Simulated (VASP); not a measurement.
**TaN: single point with r2SCAN**

Crystal: TaN.

```
CELL_PARAMETERS angstrom
0.00000 2.17900 2.09184
2.17900 0.00000 2.09184
2.17900 2.17900 0.00000
ATOMIC_POSITIONS crystal
Ta 0.50000 0.50000 0.50000
N 0.00000 0.00000 0.00000
```

This cell differs from its parent crystal: strain +0.000 along x and y, -0.040 along z.

```yaml
Program: VASP 6.6.1
Task: single point
Functional: r2SCAN
Potentials_or_basis: VASP PAW PBE potentials, release 64 (Ta_pv, N)
Cutoff: 520 eV
k_mesh: 18 × 18 × 18
Occupations: gaussian, width 0.15 eV
Spin: no spin polarisation
Dipole_correction: no
Further_INCAR_settings: ALGO = Normal; EDIFF = 1e-06; NBANDS = 15
```

The pressure is 31.5 GPa. The band gap on the k mesh is zero (bands 8 and 9 overlap by 4.46 eV).

Stress tensor (GPa, compression positive):
```
19.24  0.00  0.00
 0.00 19.24  0.00
 0.00  0.00 55.98
```

Levels at points of the mesh, in eV from the Fermi level:
```csv
k point,band 5,band 6,band 7,band 8,band 9,band 10,band 11,band 12
"(0.00, 0.00, 0.00)",-4.44,-4.44,-4.20,-2.54,-2.54,-2.01,-0.18,0.10
"(0.50, 0.00, 0.00)",-11.44,-8.57,-8.56,1.92,2.36,2.39,4.29,8.03
"(0.50, 0.50, 0.00)",-6.87,-6.19,-5.32,-5.32,2.48,3.95,3.95,5.59
"(0.50, 0.00, 0.50)",-7.39,-6.09,-5.21,-4.97,2.29,3.64,4.22,5.51
```

Run time: 3.7 min on 1 thread of Intel(R) Xeon(R) Platinum 8488C (Sapphire Rapids), on a shared host, peak memory 0.26 GiB.

Caveat: the cell differs from its parent crystal (strain +0.000 along x and y, -0.040 along z); the stress differs along the axes, from 19 to 56 GPa; the PAW data sets were made with another functional, which shifts forces and pressure a little; spin-orbit coupling is left out, which moves the levels of the heavy elements.
